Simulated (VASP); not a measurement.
A run of VASP 6.6.1:

INCAR

```
SYSTEM = NiO
  PREC = Accurate
  ENCUT = 600
  EDIFF = 1E-8
  ISMEAR = -1
  SIGMA = 0.05
  LREAL = .FALSE.
  LASPH = .TRUE.
  NELM = 150
  ALGO = Normal
  ISIF = 3
  LWAVE = .FALSE.
  LCHARG = .FALSE.
  ISPIN = 2
  MAGMOM = 1 0
  LORBIT = 11
  LMAXMIX = 4
  GGA = PS
  NBANDS = 19
  IBRION = 6
  NFREE = 2
  POTIM = 0.015
  NSW = 1
```

The input KPOINTS:

```
Automatic mesh
0
G
  9 9 9
  0 0 0
```

POSCAR

```
NiO
1.0
    0.0000000000      2.0859016414      2.0859016414
    2.0859016414      0.0000000000      2.0859016414
    2.0859016414      2.0859016414      0.0000000000
Ni O
1 1
Direct
    0.0000000000      0.0000000000      0.0000000000
    0.5000000000      0.5000000000      0.5000000000
```

Potentials or basis: VASP PAW PBE potentials, release 64 (Ni, O).

Command:

```sh
$ cat potpaw_PBE.64/Ni/POTCAR potpaw_PBE.64/O/POTCAR > POTCAR
$ mpirun -np 1 vasp_std > vasp.out
```

Hardware: 1 thread of AMD EPYC 9R45 96-Core Processor (Zen 5) (shared host).

How long does it take, and how much memory?

Wall time 15 min on 1 thread of AMD EPYC 9R45 96-Core Processor (Zen 5), with other jobs on the host, peak memory 0.32 GiB. Counts: scf iterations 218, k points 35.
